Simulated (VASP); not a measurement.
A run of VASP 6.6.1 is set up as follows.

POSCAR

```
Eu
1.0
   -2.2274745855      2.2274745855      2.2274745855
    2.2274745855     -2.2274745855      2.2274745855
    2.2274745855      2.2274745855     -2.2274745855
Eu
1
Direct
    0.0000000000      0.0000000000      0.0000000000
```

INCAR.step1

```
SYSTEM = Eu
ALGO     = Normal         ! electronic algorithm
EDIFF    = 1E-4           ! SCF threshold, eV
ENCUT    = 520            ! plane-wave cutoff, eV
GGA      = PE             ! functional
ISMEAR   = 1              ! smearing method
ISPIN    = 2              ! spin polarisation
LASPH    = .True.         ! aspherical terms in the spheres
LCHARG   = .False.        ! write CHGCAR
LMAXMIX  = 6              ! l up to which the mixer works
LREAL    = .False.        ! projectors in reciprocal space
LWAVE    = .True.         ! write WAVECAR
MAGMOM   = 7.31           ! initial moments
NBANDS   = 18             ! bands
NELM     = 150            ! most SCF steps
PREC     = Accurate       ! precision mode
SIGMA    = 1.0            ! smearing width, eV
```

Contents of INCAR.step2:

```
SYSTEM = Eu
ALGO     = Normal         ! electronic algorithm
EDIFF    = 1E-7           ! SCF threshold, eV
ENCUT    = 520            ! plane-wave cutoff, eV
ISIF     = 2              ! what is computed and relaxed
ISMEAR   = 1              ! smearing method
ISPIN    = 2              ! spin polarisation
ISTART   = 1            
LASPH    = .True.         ! aspherical terms in the spheres
LCHARG   = .False.        ! write CHGCAR
LMAXMIX  = 6              ! l up to which the mixer works
LMIXTAU  = .True.       
LORBIT   = 11             ! projections on sites
LREAL    = .False.        ! projectors in reciprocal space
LWAVE    = .False.        ! write WAVECAR
MAGMOM   = 7.31           ! initial moments
METAGGA  = R2SCAN         ! meta-GGA
NBANDS   = 18             ! bands
NELM     = 150            ! most SCF steps
PREC     = Accurate       ! precision mode
SIGMA    = 1.0            ! smearing width, eV
```

Contents of KPOINTS:

```
k-points
0
Gamma
  10 10 10
  0 0 0
```

Potentials or basis: VASP PAW PBE potentials, release 64 (Eu).

Run with:

```console
$ cat potpaw_PBE.64/Eu/POTCAR > POTCAR
$ cp INCAR.step1 INCAR
$ mpirun -np 1 vasp_std > vasp.out
$ cp INCAR.step2 INCAR
$ mpirun -np 1 vasp_std > vasp.out
```

Q: What does it give for the net moment?

A: 7.92 μB per cell.

Q: What does it give for the site moments?

A: Eu +6.72 μB.

Q: Estimate the pressure.

A: -0.7 GPa.

Caveat: so wide a smearing shifts energies and pressures; the PAW data sets were made with another functional, which shifts forces and pressure a little. The state reached can hang on the start; a lower one may exist.
